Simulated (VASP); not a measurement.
# BeH2 (I-42d) in VASP: single point with HSE06

Aim: the single point of BeH2 with HSE06.

Everything below comes from runs of VASP 6.6.1. Logs are shortened: lines on timing, memory, paths and dates and some standing lists are left out, and cuts for length are marked.

## (1) The cell of the first run

The structure is tetragonal, space group I-42d (No. 122). The conventional cell has a = 4.039 Å, b = 4.039 Å, c = 6.071 Å, α = 90.00°, β = 90.00°, γ = 90.00°. Be (site symmetry -4) has 4 H at 1.43 Å within 1.9 Å. H (site symmetry 2) has 2 Be at 1.43 Å within 1.9 Å.

## (2) Single point, HSE06

Contents of POSCAR:

```
BeH2
1.0
   -2.0195860877      2.0195860877      3.0355495803
    2.0195860877     -2.0195860877      3.0355495803
    2.0195860877      2.0195860877     -3.0355495803
Be H
2 4
Direct
    0.0000000000      0.0000000000      0.0000000000
    0.7500000000      0.2500000000      0.5000000000
    0.7088135335      0.1250000000      0.0838135335
    0.3750000000      0.2911864665      0.4161864665
    0.0411864665      0.6250000000      0.9161864665
    0.8750000000      0.9588135335      0.5838135335
```

Contents of INCAR.step1:

```
SYSTEM = BeH2
ALGO = Normal
EDIFF = 1E-5
ENCUT = 520
GGA = PE
ISIF = 2
ISMEAR = 0
LASPH = .True.
LCHARG = .False.
LREAL = .False.
LWAVE = .True.
NBANDS = 13
NELM = 80
PREC = Accurate
SIGMA = 0.02
```

Contents of INCAR.step2:

```
SYSTEM = BeH2
ALGO = Normal
EDIFF = 1E-6
ENCUT = 520
GGA = PE
HFSCREEN = 0.2079
ISIF = 2
ISMEAR = 0
ISTART = 1
LASPH = .True.
LCHARG = .False.
LHFCALC = .True.
LREAL = .False.
LWAVE = .False.
NBANDS = 13
NELM = 80
PREC = Accurate
PRECFOCK = Fast
SIGMA = 0.02
```

Contents of KPOINTS:

```
k-points
0
Gamma
  6 6 6
  0 0 0
```

Potentials or basis: VASP PAW PBE potentials, release 64 (Be, H).

The run is started by

```
> cat potpaw_PBE.64/Be/POTCAR potpaw_PBE.64/H/POTCAR > POTCAR
> cp INCAR.step1 INCAR
> mpirun -np 1 vasp_std > vasp.out
> cp INCAR.step2 INCAR
> mpirun -np 1 vasp_std > vasp.out
```

OUTCAR:

```text
SYSTEM = BeH2
   EDIFF = 1E-6
   ENCUT = 520
   GGA = PE
   HFSCREEN = 0.2079
   ISIF = 2
   ISMEAR = 0
   ISTART = 1
   LASPH = .True.
   LHFCALC = .True.
   LREAL = .False.
   NELM = 80
   PREC = Accurate
   PRECFOCK = Fast

 ion  position               nearest neighbor table
   1  0.000  0.000  0.000-   4 1.43   3 1.43   5 1.43   6 1.43
   2  0.750  0.250  0.500-   5 1.43   4 1.43   3 1.43   6 1.43
   3  0.709  0.125  0.084-   1 1.43   2 1.43
   4  0.375  0.291  0.416-   1 1.43   2 1.43
   5  0.041  0.625  0.916-   2 1.43   1 1.43
   6  0.875  0.959  0.584-   1 1.43   2 1.43

  LATTYP: Found a body centered tetragonal cell.
 ALAT       =     4.0391721754
 C/A-ratio  =     1.5030553037

  Lattice vectors:

 A1 = (  -2.0195860877,   2.0195860877,   3.0355495803)
 A2 = (   2.0195860877,  -2.0195860877,   3.0355495803)
 A3 = (   2.0195860877,   2.0195860877,  -3.0355495803)

Analysis of symmetry for initial positions (statically):
=====================================================================
 Subroutine PRICEL returns:
 Original cell was already a primitive cell.

 Routine SETGRP: Setting up the symmetry group for a
 body centered tetragonal supercell.

 Subroutine GETGRP returns: Found  8 space group operations
 (whereof  4 operations were pure point group operations)
 out of a pool of 16 trial point group operations.

The static configuration has the point symmetry S_4 .
 The point group associated with its full space group is D_2d.

Analysis of symmetry for dynamics (positions and initial velocities):
=====================================================================
 Subroutine PRICEL returns:
 Original cell was already a primitive cell.

 Routine SETGRP: Setting up the symmetry group for a
 body centered tetragonal supercell.

 Subroutine GETGRP returns: Found  8 space group operations
 (whereof  4 operations were pure point group operations)
 out of a pool of 16 trial point group operations.

The dynamic configuration has the point symmetry S_4 .
 The point group associated with its full space group is D_2d.

 Subroutine INISYM returns: Found  8 space group operations
 (whereof  4 operations are pure point group operations),
 and found     1 'primitive' translations

----------------------------------------------------------------------------------------

                                     Primitive cell

  volume of cell :      49.5247

  direct lattice vectors                    reciprocal lattice vectors
    -2.019586088  2.019586088  3.035549580     0.000000000  0.247575482  0.164714819
     2.019586088 -2.019586088  3.035549580     0.247575482  0.000000000  0.164714819
     2.019586088  2.019586088 -3.035549580     0.247575482  0.247575482  0.000000000

  length of vectors
     4.167975190  4.167975190  4.167975190     0.297362727  0.297362727  0.350124605

  position of ions in fractional coordinates (direct lattice)
     0.000000000  0.000000000  0.000000000
     0.750000000  0.250000000  0.500000000
     0.708813533  0.125000000  0.083813533
     0.375000000  0.291186467  0.416186467
     0.041186467  0.625000000  0.916186467
     0.875000000  0.958813533  0.583813533

  ion indices of the primitive-cell ions
   primitive index   ion index
                 1           1
                 2           2
                 3           3
                 4           4
                 5           5
                 6           6

----------------------------------------------------------------------------------------

 KPOINTS: k-points

Automatic generation of k-mesh.
 Grid dimensions read from file:
 generate k-points for:    6    6    6

 Generating k-lattice:

  Cartesian coordinates                     Fractional coordinates (reciprocal lattice)
     0.000000000  0.041262580  0.027452470     0.166666667  0.000000000  0.000000000
     0.041262580  0.000000000  0.027452470     0.000000000  0.166666667  0.000000000
     0.041262580  0.041262580  0.000000000     0.000000000  0.000000000  0.166666667

  Length of vectors
     0.049560454  0.049560454  0.058354101

  Shift w.r.t. Gamma in fractional coordinates (k-lattice)
     0.000000000  0.000000000  0.000000000

 Subroutine IBZKPT returns following result:
 ===========================================

 Found     30 irreducible k-points:

 Following reciprocal coordinates:
            Coordinates               Weight
  0.000000  0.000000  0.000000      1.000000
  0.166667 -0.000000  0.000000      8.000000
  0.333333 -0.000000  0.000000      8.000000
  0.500000 -0.000000  0.000000      4.000000
  0.166667  0.166667  0.000000      8.000000
  0.333333  0.166667  0.000000     16.000000
[... 16 lines left out ...]
 -0.333333 -0.333333  0.166667      8.000000
 -0.166667 -0.333333  0.166667      8.000000
 [... further k-points ...]
   k-points           NKPTS =     30   k-points in BZ     NKDIM =    216   number of bands    NBANDS=     13
   number of dos      NEDOS =    301   number of ions     NIONS =      6
   total plane-waves  NPLWV =  32768
   dimension x,y,z NGX =    32 NGY =   32 NGZ =   32
   dimension x,y,z NGXF=    64 NGYF=   64 NGZF=   64
   ions per type =               2   4
   NGX,Y,Z   is equivalent  to a cutoff of  12.76, 12.76, 12.76 a.u.
   NGXF,Y,Z  is equivalent  to a cutoff of  25.53, 25.53, 25.53 a.u.
 SYSTEM =  BeH2
   PREC   = accura    normal or accurate (medium, high low for compatibility)
   ISTART =      1    job   : 0-new  1-cont  2-samecut
   ICHARG =      0    charge: 1-file 2-atom 10-const
   ISPIN  =      1    spin polarized calculation?
   LNONCOLLINEAR =      F non collinear calculations
   LSORBIT =      F    spin-orbit coupling
   LASPH  =      T    aspherical Exc in radial PAW
   ENCUT  =  520.0 eV  38.22 Ry    6.18 a.u.   7.75  7.75  7.75*2*pi/ulx,y,z
   NELM   =     80;   NELMIN=  2; NELMDL=  0     # of ELM steps
   EDIFF  = 0.1E-05   stopping-criterion for ELM
   LREAL  =      F    real-space projection
   EDIFFG = 0.1E-04   stopping-criterion for IOM
   NSW    =      0    number of steps for IOM
   IBRION =     -1    ionic relax: 0-MD 1-quasi-New 2-CG
   NFREE  =      0    steps in history (QN), initial steepest desc. (CG)
   ISIF   =      2    stress and relaxation
   ISYM   =      3    0-nonsym 1-usesym 2-fastsym
   POTIM  = 0.5000    time-step for ionic-motion
   TEBEG  =    0.0;   TEEND  =   0.0 temperature during run
   PSTRESS=    0.0 pullay stress
   NELECT =       8.0000    total number of electrons
   NUPDOWN=      -1.0000    fix difference up-down
   EMIN   =  10.00;   EMAX   =-10.00  energy-range for DOS
   EFERMI =   0.00;   METHOD = LEGACY
   ISMEAR =     0;   SIGMA  =   0.02  broadening in eV -4-tet -1-fermi 0-gaus
   EFERMI_NEDOS =   21; number of points for ismear=-14 and -15
   IALGO  =     38    algorithm
   IMIX   =      1    mixing-type and parameters
     AMIX     =   0.40;   BMIX     =  1.00
     AMIX_MAG =   1.60;   BMIX_MAG =  1.00
  volume/ion in A,a.u.               =       8.25        55.70
  Fermi-wavevector in a.u.,A,eV,Ry     =   0.891588  1.684857 10.815664  0.794929
  Thomas-Fermi vector in A             =   2.013427
   LORBIT       =      0    0 simple, 1 ext, 2 COOP (PROOUT), +10 PAW based schemes
   GGA     = PE    functional components
   LHFCALC =     T    Hartree Fock is set to
   PRECFOCK=fast      Normal, Fast or Accurate (Low or Medium for compatibility)
   ENCUT4O =  -1.0   cutoff for four orbital integrals eV
   NKREDX  =     1    reduce k-point grid by
   NKREDY  =     1    reduce k-point grid by
   NKREDZ  =     1    reduce k-point grid by
   AEXX    =    0.2500 exact exchange contribution
   HFSCREEN=    0.2079 screening length (either q_TF or 0.3 A-1)
   HFSCREENC=   0.2079 screening length for correlation (either q_TF or 0.3 A-1)
   ENCUTFOCK=  -1.0 apply spherical cutoff to Coloumb kernel
   IVDW    =     0    specifies the selected vdW correction
   LEPSILON=     F    determine dielectric tensor
   LRPA    =     F    only Hartree local field effects (RPA)
 non-spin polarized calculation
 Gauss-broadening in eV      SIGMA  =   0.02
  energy-cutoff  :      520.00
  volume of cell :       49.52
 maximum number of plane-waves:      1356
  NGX = 20; NGY = 20; NGZ = 20

 number of electron       8.0000000 magnetization

 Free energy of the ion-electron system (eV)
  ---------------------------------------------------
  ext. energy  EPLUGINS =         0.00000000
  ---------------------------------------------------
  free energy    TOTEN  =       -23.67950592 eV

  energy without entropy =      -23.67950592  energy(sigma->0) =      -23.67950592

 E-fermi :  -2.5083     XC(G=0):  -6.6032

 val. band max:       -2.6233680223   @ k =   0.0000   0.0000   0.0000
 cond. band min:       3.3287008418   @ k =  -0.3333   0.3333   0.0000
 fundamental gap:      5.9520688641
 Fermi energy:        -2.5082749186

 k-point     1 :       0.0000    0.0000    0.0000
  band No.  band energies     occupation
      1     -10.3083      2.00000
      2      -3.5803      2.00000
      3      -3.5803      2.00000
      4      -2.6234      2.00000
      5       4.9633      0.00000
      6       4.9633      0.00000
      7       5.8533      0.00000
      8       7.8706      0.00000
      9       8.7491      0.00000
     10       9.7044      0.00000
     11      11.6149      0.00000
     12      13.1990      0.00000
     13      13.1996      0.00000

 k-point     2 :       0.1667   -0.0000    0.0000
  band No.  band energies     occupation
      1     -10.0138      2.00000
      2      -4.1218      2.00000
      3      -3.7690      2.00000
      4      -2.9013      2.00000
      5       4.7768      0.00000
      6       5.1011      0.00000
      7       6.4440      0.00000
      8       7.8328      0.00000
      9       8.8933      0.00000
     10      10.3245      0.00000
     11      10.8299      0.00000
[... 339 lines left out ...]
 k-point    24 :      -0.1667   -0.3333    0.1667
  band No.  band energies     occupation
      1      -9.2924      2.00000
      2      -5.0130      2.00000
      3      -4.1823      2.00000
      4      -3.8701      2.00000
      5       5.3273      0.00000
      6       6.3287      0.00000
      7       6.6016      0.00000
      8       7.2939      0.00000
      9       9.7577      0.00000
     10      10.9731      0.00000
     11      11.3287      0.00000
     12      13.8629      0.00000
     13      14.4829      0.00000

 [... further k-points ...]

------------------------ aborting loop because EDIFF is reached ----------------------------------------

  FORCE on cell =-STRESS in cart. coord.  units (eV):
  Direction    XX          YY          ZZ          XY          YZ          ZX
  --------------------------------------------------------------------------------------
  -------------------------------------------------------------------------------------
  Total       -0.2746900     -0.2746900     -0.2148316      0.0000000      0.0000000      0.0000000
  in kB       -8.8865129     -8.8865129     -6.9500306      0.0000000      0.0000000      0.0000000
  external PRESSURE =      -8.2410188 kB  Pullay stress =       0.0000000 kB

 VOLUME and BASIS-vectors are now :
 -----------------------------------------------------------------------------
  energy-cutoff  :      520.00
  volume of cell :       49.52
      direct lattice vectors                 reciprocal lattice vectors
    -2.019586088  2.019586088  3.035549580     0.000000000  0.247575482  0.164714819
     2.019586088 -2.019586088  3.035549580     0.247575482  0.000000000  0.164714819
     2.019586088  2.019586088 -3.035549580     0.247575482  0.247575482  0.000000000

 POSITION                                       TOTAL-FORCE (eV/Angst)
 -----------------------------------------------------------------------------------
      0.00000      0.00000      0.00000        -0.000000      0.000000     -0.000000
      0.00000      2.01959      1.51777         0.000000     -0.000000      0.000000
     -1.00979      1.34833      2.27666         0.000000      0.029734     -0.000000
      0.67126      1.00979      0.75889        -0.029734      0.000000     -0.000000
      3.02938      0.67126     -0.75889         0.000000     -0.029734     -0.000000
      1.34833      1.00979      3.79444         0.029734      0.000000     -0.000000
 -----------------------------------------------------------------------------------
    total drift:                                0.000002     -0.000000      0.000000

  FREE ENERGIE OF THE ION-ELECTRON SYSTEM (eV)
  ---------------------------------------------------
  free  energy   TOTEN  =       -23.6795059202 eV

  energy  without entropy=      -23.6795059202  energy(sigma->0) =      -23.67950592
```

It took 13 min on 1 thread of Intel Xeon Platinum 8259CL at 2.50GHz (Skylake/Cascade Lake), shared host; peak memory 0.3 GiB.

What came out:

* Free energy: -23.6795 eV
* Pressure: -0.8 GPa
* Largest force: 0.030 eV/Å
* Band gap on the k mesh: 5.95 eV (least direct gap 7.08 eV)

Forces on the atoms (eV/Å):
```
Be   0.000  0.000  0.000
Be   0.000  0.000  0.000
H    0.000  0.030  0.000
H   -0.030  0.000  0.000
H    0.000 -0.030  0.000
H    0.030  0.000  0.000
```

Levels at points of the mesh, in eV from the valence-band top:
```csv
k point,band 1,band 2,band 3,band 4,band 5,band 6,band 7,band 8,band 9
"(0.00, 0.00, 0.00)",-7.68,-0.96,-0.96,0.00,7.59,7.59,8.48,10.49,11.37
"(0.50, 0.00, 0.00)",-5.72,-4.17,-1.35,-1.00,7.70,7.82,9.29,11.73,12.38
"(0.50, 0.50, 0.00)",-4.40,-4.40,-1.99,-1.99,6.02,6.02,11.67,11.67,15.20
"(0.50, 0.50, 0.50)",-4.55,-4.55,-2.16,-2.16,7.57,7.57,13.11,13.11,14.31
```

Caveat: the PAW data sets were made with another functional, which shifts forces and pressure a little. A k mesh can miss the band edges.
